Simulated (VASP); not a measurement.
# Nd (Im-3m) in VASP: a series of runs

The runs below take Nd through single point, with PBEsol+D3(BJ), PBE.

All numbers are computed with VASP 6.6.1; they aren't measurements. Logs are shortened: lines on timing, memory, paths and dates and some standing lists are left out, and cuts for length are marked.

## Step 1: The cell of the first run

The structure is cubic, space group Im-3m (No. 229). Conventional cell: a = 4.151 Å, b = 4.151 Å, c = 4.151 Å, α = 90.00°, β = 90.00°, γ = 90.00°. Within 4.7 Å of Nd (site symmetry m-3m) lie 14 Nd at 3.59 to 4.15 Å.

## Step 2: Single point, PBEsol+D3(BJ), collinear spin, ferromagnetic start

Input file INCAR:

```
PREC = Accurate
ENCUT = 520
EDIFF = 1E-6
ISMEAR = -5
SIGMA = 0.05
LREAL = False
LASPH = True
NELM = 150
ALGO = Normal
ISIF = 2
LWAVE = False
LCHARG = True
ISPIN = 2
MAGMOM = 3
LORBIT = 11
LMAXMIX = 6
GGA = PS
IVDW = 12
LELF = True
LVHAR = True
NBANDS = 16
```

Input file KPOINTS:

```
Automatic mesh
0
Gamma
  9 9 9
```

Input file POSCAR:

```
Nd
1.0
   -2.0754700287      2.0754700287      2.0754700287
    2.0754700287     -2.0754700287      2.0754700287
    2.0754700287      2.0754700287     -2.0754700287
Nd
1
Direct
    0.0000000000      0.0000000000      0.0000000000
```

Potentials or basis: VASP PAW PBE potentials, release 64 (Nd_3), 4f in core.

Command:

```console
> cat potpaw_PBE.64/Nd_3/POTCAR > POTCAR
> mpirun -np 1 vasp_std > vasp.out
```

OUTCAR:

```text
PREC = Accurate
   ENCUT = 520
   EDIFF = 1E-6
   ISMEAR = -5
   LREAL = False
   LASPH = True
   NELM = 150
   ISIF = 2
   ISPIN = 2
   LORBIT = 11
   GGA = PS
   IVDW = 12
 IVDW          = 12

 ion  position               nearest neighbor table
   1  0.000  0.000  0.000-

  LATTYP: Found a body centered cubic cell.
 ALAT       =     4.1509400574

  Lattice vectors:

 A1 = (  -2.0754700287,   2.0754700287,   2.0754700287)
 A2 = (   2.0754700287,  -2.0754700287,   2.0754700287)
 A3 = (   2.0754700287,   2.0754700287,  -2.0754700287)

Analysis of symmetry for initial positions (statically):
=====================================================================
 Subroutine PRICEL returns:
 Original cell was already a primitive cell.

 Routine SETGRP: Setting up the symmetry group for a
 body centered cubic supercell.

 Subroutine GETGRP returns: Found 48 space group operations
 (whereof 48 operations were pure point group operations)
 out of a pool of 48 trial point group operations.

The static configuration has the point symmetry O_h .

Analysis of symmetry for dynamics (positions and initial velocities):
=====================================================================
 Subroutine PRICEL returns:
 Original cell was already a primitive cell.

 Routine SETGRP: Setting up the symmetry group for a
 body centered cubic supercell.

 Subroutine GETGRP returns: Found 48 space group operations
 (whereof 48 operations were pure point group operations)
 out of a pool of 48 trial point group operations.

The dynamic configuration has the point symmetry O_h .

Analysis of structural, dynamic, and magnetic symmetry:
=====================================================================
 Subroutine PRICEL returns:
 Original cell was already a primitive cell.

 Routine SETGRP: Setting up the symmetry group for a
 body centered cubic supercell.

 Subroutine GETGRP returns: Found 48 space group operations
 (whereof 48 operations were pure point group operations)
 out of a pool of 48 trial point group operations.

The overall configuration has the point symmetry O_h .

 Subroutine INISYM returns: Found 48 space group operations
 (whereof 48 operations are pure point group operations),
 and found     1 'primitive' translations

----------------------------------------------------------------------------------------

                                     Primitive cell

  volume of cell :      35.7610

  direct lattice vectors                    reciprocal lattice vectors
    -2.075470029  2.075470029  2.075470029     0.000000000  0.240909285  0.240909285
[... 103 lines left out ...]
   IALGO  =     38    algorithm
   IMIX   =      4    mixing-type and parameters
     AMIX     =   0.40;   BMIX     =  1.00
     AMIX_MAG =   1.60;   BMIX_MAG =  1.00
  volume/ion in A,a.u.               =      35.76       241.33
  Fermi-wavevector in a.u.,A,eV,Ry     =   1.105103  2.088341 16.616139  1.221252
  Thomas-Fermi vector in A             =   2.241585
   LORBIT       =     11    0 simple, 1 ext, 2 COOP (PROOUT), +10 PAW based schemes
   GGA     = PS    functional components
   LHFCALC =     F    Hartree Fock is set to
   AEXX    =    0.0000 exact exchange contribution
   IVDW    =    12    specifies the selected vdW correction
   LEPSILON=     F    determine dielectric tensor
   LRPA    =     F    only Hartree local field effects (RPA)
 spin polarized calculation
 Fermi weights with tetrahedron method with Bloechl corrections
  energy-cutoff  :      520.00
  volume of cell :       35.76
 maximum number of plane-waves:       973
   NGX = 13   NGY = 13   NGZ = 13

 number of electron      11.0000000 magnetization       0.5203160

 Free energy of the ion-electron system (eV)
  ---------------------------------------------------
  ext. energy  EPLUGINS =         0.00000000
  ---------------------------------------------------
  free energy    TOTEN  =        -5.00895968 eV

  energy without entropy =       -5.00895968  energy(sigma->0) =       -5.00895968

 E-fermi :   3.2504     XC(G=0):  -9.7016

 val. band max:        3.3790829434   @ k =  -0.4444  -0.4444   0.1111
 cond. band min:       3.2553274567   @ k =   0.4444   0.0000   0.0000
 fundamental gap:     -0.1237554867
 Fermi energy:         3.2504131202

 spin component 1

 k-point     1 :       0.0000    0.0000    0.0000
  band No.  band energies     occupation
      1     -34.8334      1.00000
      2     -15.4649      1.00000
      3     -15.4649      1.00000
      4     -15.4649      1.00000
      5      -0.9434      1.00000
      6       4.4345      0.00000
[... 435 lines left out ...]
      5       1.8192      1.00000
      6       3.3791      0.70141
[... 8 lines left out ...]
     15      19.5766      0.00000
     16      21.6361      0.00000

 [... further k-points ...]

 spin component 2

 k-point     1 :       0.0000    0.0000    0.0000
  band No.  band energies     occupation
      1     -34.7171      1.00000
      2     -15.3119      1.00000
      3     -15.3119      1.00000
      4     -15.3119      1.00000
      5      -0.5763      1.00000
      6       4.8163      0.00000
[... 435 lines left out ...]
      5       2.1483      1.00000
      6       3.7467     -0.03685
[... 8 lines left out ...]
     15      19.8758      0.00000
     16      21.9800      0.00000

 [... further k-points ...]

------------------------ aborting loop because EDIFF is reached ----------------------------------------

 Edisp (eV)   -0.43979

 E8    (eV) :    -0.3383

  FORCE on cell =-STRESS in cart. coord.  units (eV):
  Direction    XX          YY          ZZ          XY          YZ          ZX
  --------------------------------------------------------------------------------------
  -------------------------------------------------------------------------------------
  Total      -0.97760    -0.97760    -0.97760     0.00000     0.00000    -0.00000
  in kB     -43.79869   -43.79869   -43.79869     0.00000     0.00000    -0.00000
  external pressure =      -43.80 kB  Pullay stress =        0.00 kB

 VOLUME and BASIS-vectors are now :
 -----------------------------------------------------------------------------
  energy-cutoff  :      520.00
  volume of cell :       35.76
      direct lattice vectors                 reciprocal lattice vectors
    -2.075470029  2.075470029  2.075470029     0.000000000  0.240909285  0.240909285
     2.075470029 -2.075470029  2.075470029     0.240909285  0.000000000  0.240909285
     2.075470029  2.075470029 -2.075470029     0.240909285  0.240909285  0.000000000

 POSITION                                       TOTAL-FORCE (eV/Angst)
 -----------------------------------------------------------------------------------
      0.00000      0.00000      0.00000         0.000000      0.000000     -0.000000
 -----------------------------------------------------------------------------------
    total drift:                               -0.000000     -0.000000     -0.000000

  FREE ENERGIE OF THE ION-ELECTRON SYSTEM (eV)
  ---------------------------------------------------
  free  energy   TOTEN  =        -5.4487468695 eV

  energy  without entropy=       -5.4487468695  energy(sigma->0) =       -5.44874687

 total charge

# of ion       s       p       d       tot
------------------------------------------
    1        2.155   5.769   0.953   8.877

 magnetization (x)

# of ion       s       p       d       tot
------------------------------------------
    1        0.001   0.011   0.249   0.261
```

OSZICAR:

```text
N       E                     dE             d eps       ncg     rms          rms(c)
DAV:   1     0.706138844482E+02    0.70614E+02   -0.53040E+03  2248   0.646E+02
DAV:   2    -0.236296497086E+01   -0.72977E+02   -0.70271E+02  2920   0.168E+02
DAV:   3    -0.421705103743E+01   -0.18541E+01   -0.18421E+01  2808   0.239E+01
DAV:   4    -0.424280474448E+01   -0.25754E-01   -0.25800E-01  2776   0.250E+00
DAV:   5    -0.424333088918E+01   -0.52614E-03   -0.52728E-03  2768   0.280E-01    0.939E+00
DAV:   6    -0.499757105340E+01   -0.75424E+00   -0.21354E-01  2568   0.293E+00    0.330E+00
DAV:   7    -0.501941216886E+01   -0.21841E-01   -0.54372E-02  2672   0.150E+00    0.136E+00
DAV:   8    -0.501570136775E+01    0.37108E-02   -0.27982E-02  2968   0.962E-01    0.491E-01
DAV:   9    -0.500972570410E+01    0.59757E-02   -0.41141E-03  3536   0.298E-01    0.147E-01
DAV:  10    -0.500918727799E+01    0.53843E-03   -0.38653E-04  2720   0.132E-01    0.668E-02
DAV:  11    -0.500896253964E+01    0.22474E-03   -0.96680E-05  3184   0.542E-02    0.224E-02
DAV:  12    -0.500893600431E+01    0.26535E-04   -0.93108E-06  3096   0.154E-02    0.671E-03
DAV:  13    -0.500894335145E+01   -0.73471E-05   -0.64594E-07  2376   0.456E-03    0.973E-04
DAV:  14    -0.500895424387E+01   -0.10892E-04   -0.11843E-07  1320   0.176E-03    0.640E-04
DAV:  15    -0.500895859759E+01   -0.43537E-05   -0.29240E-08  1208   0.836E-04    0.203E-04
DAV:  16    -0.500896008064E+01   -0.14831E-05   -0.72584E-09  1200   0.378E-04    0.164E-04
DAV:  17    -0.500895967704E+01    0.40360E-06   -0.24867E-09  1160   0.182E-04
   1 F= -.54487469E+01 E0= -.54487469E+01  d E =0.000000E+00  mag=     0.5203
```

It took 31 s on 1 thread of Intel Xeon Platinum 8488C (Sapphire Rapids), shared host; peak memory 0.2 GiB.

Results:

| Property | Result |
| --- | --- |
| Free energy | -5.4487 eV |
| Pressure | -4.4 GPa |
| Net moment | 0.52 μB per cell |
| Site moments | Nd +0.26 μB |
| Valence electrons inside the program's atomic spheres | Nd 8.88 |
| Dispersion energy per atom | -0.440 eV |

Levels at points of the mesh, in eV from the Fermi level:
Spin up:
| k point | band 2 | band 3 | band 4 | band 5 | band 6 | band 7 | band 8 | band 9 | band 10 | band 11 |
| --- | --- | --- | --- | --- | --- | --- | --- | --- | --- | --- |
| (0.00, 0.00, 0.00) | -18.72 | -18.72 | -18.72 | -4.19 | 1.18 | 1.18 | 1.18 | 3.48 | 3.48 | 9.20 |
Spin down:
| k point | band 1 | band 2 | band 3 | band 4 | band 5 | band 6 | band 7 | band 8 | band 9 | band 10 |
| --- | --- | --- | --- | --- | --- | --- | --- | --- | --- | --- |
| (0.00, 0.00, 0.00) | -37.97 | -18.56 | -18.56 | -18.56 | -3.83 | 1.57 | 1.57 | 1.57 | 3.66 | 3.66 |

Caveat: the magnetic or orbital state may not be the lowest; the PAW data sets were made with another functional, which shifts forces and pressure a little; spin-orbit coupling is left out, which moves the levels of the heavy elements; the 4f electrons are frozen in the core, so they carry no moment and show no levels; pairwise dispersion overbinds metals, which lowers pressure and volume; tetrahedron occupations give inexact forces and stress in metals. The state reached can hang on the start; a lower one may exist.

## Step 3: Single point, PBE, collinear spin, ferromagnetic start (volume scaled by 0.96)

Input file INCAR:

```
SYSTEM = Nd
PREC = Accurate ; ENCUT = 520
EDIFF = 1E-6 ; ISMEAR = -1
SIGMA = 0.05 ; LREAL = .FALSE.
LASPH = .TRUE. ; NELM = 150
ALGO = Normal ; ISIF = 2
LWAVE = .FALSE. ; LCHARG = .TRUE.
ISPIN = 2 ; MAGMOM = 3
LORBIT = 11 ; LMAXMIX = 6
GGA = PE ; LELF = .TRUE.
LVHAR = .TRUE. ; NBANDS = 17
```

Input file KPOINTS:

```
Automatic mesh
0
G
  9 9 9
  0 0 0
```

Input file POSCAR:

```
Nd
1.0
   -2.0474196979      2.0474196979      2.0474196979
    2.0474196979     -2.0474196979      2.0474196979
    2.0474196979      2.0474196979     -2.0474196979
Nd
1
Direct
    0.0000000000      0.0000000000      0.0000000000
```

Potentials or basis: VASP PAW PBE potentials, release 64 (Nd).

Command:

```console
> cat potpaw_PBE.64/Nd/POTCAR > POTCAR
> mpirun -np 1 vasp_std > vasp.out
```

Run time: 82 s. Hardware: 1 thread of AMD EPYC 9R45 (Zen 5), shared host; peak memory 0.17 GiB.

The run converged. Its results:

* Free energy: -6.3859 eV
* Pressure: 0.4 GPa
* Net moment: 4.09 μB per cell
* Site moments: Nd +3.37 μB
* Valence electrons inside the program's atomic spheres: Nd 11.23

Levels at points of the mesh, in eV from the Fermi level:
Spin up:
```
           k point  band 6  band 7  band 8  band 9  band 10  band 11  band 12  band 13
(0.00, 0.00, 0.00)   -0.18    0.04    0.04    0.04     0.29     0.29     0.29     1.63
```
Spin down:
```
           k point  band 1  band 2  band 3  band 4  band 5  band 6  band 7  band 8  band 9  band 10
(0.00, 0.00, 0.00)  -35.66  -16.63  -16.63  -16.63   -3.18    1.81    1.81    1.81    2.55     2.55
```

Caveat: the magnetic or orbital state may not be the lowest; spin-orbit coupling is left out, which moves the levels of the heavy elements. The state reached can hang on the start; a lower one may exist.
